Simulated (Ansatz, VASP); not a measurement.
# One calculation of MoS2, two programs

Contents of INCAR:

```
SYSTEM = MoS2
ALGO     = Normal         ! electronic algorithm
EDIFF    = 1E-6           ! SCF threshold, eV
ENCUT    = 520            ! plane-wave cutoff, eV
GGA      = PE             ! functional
ISIF     = 2              ! what is computed and relaxed
ISMEAR   = -1             ! smearing method
LASPH    = .True.         ! aspherical terms in the spheres
LCHARG   = .False.        ! write CHGCAR
LREAL    = .False.        ! projectors in reciprocal space
LWAVE    = .False.        ! write WAVECAR
NBANDS   = 35             ! bands
NELM     = 80             ! most SCF steps
PREC     = Accurate       ! precision mode
SIGMA    = 0.02           ! smearing width, eV
```

The input KPOINTS:

```
k-points
0
Gamma
  12 12 2
  0 0 0
```

The input POSCAR:

```
MoS2
1.0
    3.0778293314      0.0000000000      0.0000000000
   -1.5389146657      2.6654783895      0.0000000000
    0.0000000000      0.0000000000     12.6026462248
Mo S
2 4
Direct
    0.3333333333      0.6666666667      0.2500000000
    0.6666666667      0.3333333333      0.7500000000
    0.6666666667      0.3333333333      0.3760107110
    0.6666666667      0.3333333333      0.1239892890
    0.3333333333      0.6666666667      0.8760107110
    0.3333333333      0.6666666667      0.6239892890
```

Input for Ansatz:

```yaml
crystal:
  lattice:
    - [3.0778293314, 0.0, 0.0]
    - [-1.5389146657, 2.6654783895, 0.0]
    - [0.0, 0.0, 12.6026462248]
  atoms:
    - { symbol: Mo, position: [0.3333333333, 0.6666666667, 0.25] }
    - { symbol: Mo, position: [0.6666666667, 0.3333333333, 0.75] }
    - { symbol: S, position: [0.6666666667, 0.3333333333, 0.376010711] }
    - { symbol: S, position: [0.6666666667, 0.3333333333, 0.123989289] }
    - { symbol: S, position: [0.3333333333, 0.6666666667, 0.876010711] }
    - { symbol: S, position: [0.3333333333, 0.6666666667, 0.623989289] }
kpoints:
  mp_grid: { grid: [12, 12, 2] }
  band_path:
    path:
      - [0.0, 0.0, 0.0]
      - [0.5, 0.0, 0.0]
      - [0.3333333333, 0.3333333333, 0.0]
      - [0.0, 0.0, 0.5]
      - [0.5, 0.0, 0.5]
      - [0.3333333333, 0.3333333333, 0.5]
      - [0.177083, 0.179688, 0.0]
    npoints: 1
hamiltonian:
  xc: pbe
scf:
  occupations: { method: fermi_dirac, width: 0.02 }
  n_extra_bands: 5
output:
  forces: true
  stress: true
  eigenvalues: true
  write_density: true
  write_potential: true
  elf: true
  volumetric_format: npy
```

Change from the starting cell: epitaxial_xy strain -3.0%.

Alike in both runs: task single point; functional PBE; k mesh 12 × 12 × 2; occupations fermi-dirac, width 0.02 eV; no spin polarisation.

```csv
,VASP,Ansatz
version,VASP 6.6.1,Ansatz 0.2.0
potentials or method,"VASP PAW PBE potentials, release 64 (Mo_sv, S)","plane waves, PAW"
plane-wave cutoff (eV),520,420
valence electrons in the cell,52,52
```

```csv
,VASP,Ansatz,Ansatz less VASP
gap on the k mesh at the Fermi level (eV),1.09,1.08,-0.014
pressure (GPa),8.5,8.7,+0.14
"traceless stress, the component that is largest in VASP (GPa)",-4.94,-4.89,+0.053
rms of the force components (eV/Å),0.058,0.065,+0.0071
```

Atom by atom the forces differ by 0.007 eV/Å (rms over components).
